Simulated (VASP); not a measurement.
Crystal: C.

```xyz
4
Lattice="1.2362 -2.1411 0.0000 1.2362 2.1411 0.0000 0.0000 0.0000 7.2208" Properties=species:S:1:pos:R:3 pbc="T T T"
C     1.2362   -1.7841    5.4382
C     1.2362    0.3571    1.7825
C     1.2362    1.7841    1.7825
C     1.2362   -0.3571    5.4382
```

Base run:

- Program: VASP 6.6.1
- Functional: PBE
- Potentials or basis: VASP PAW PBE potentials, release 64 (C)
- Cutoff: 520 eV
- k mesh: 12 × 12 × 4
- Occupations: fermi-dirac, width 0.05 eV
- Spin: no spin polarisation

Its results: band gap on the k mesh 0.02 eV; pressure -1.0 GPa; largest force 0.024 eV/Å.

Question: The run is repeated on the same cell with these changes: functional from PBE to LDA; potentials or basis from VASP PAW PBE potentials, release 64 (C) to VASP PAW LDA potentials, release 64 (C). What comes out?

Answer: Band gap on the k mesh 0.02 eV; pressure -8.1 GPa; largest force 0.024 eV/Å.

Caveats: this functional lacks dispersion, which binds the layers, so the pressure and a relaxed spacing across them are unreliable (some runs).

A k mesh can miss the band edges.
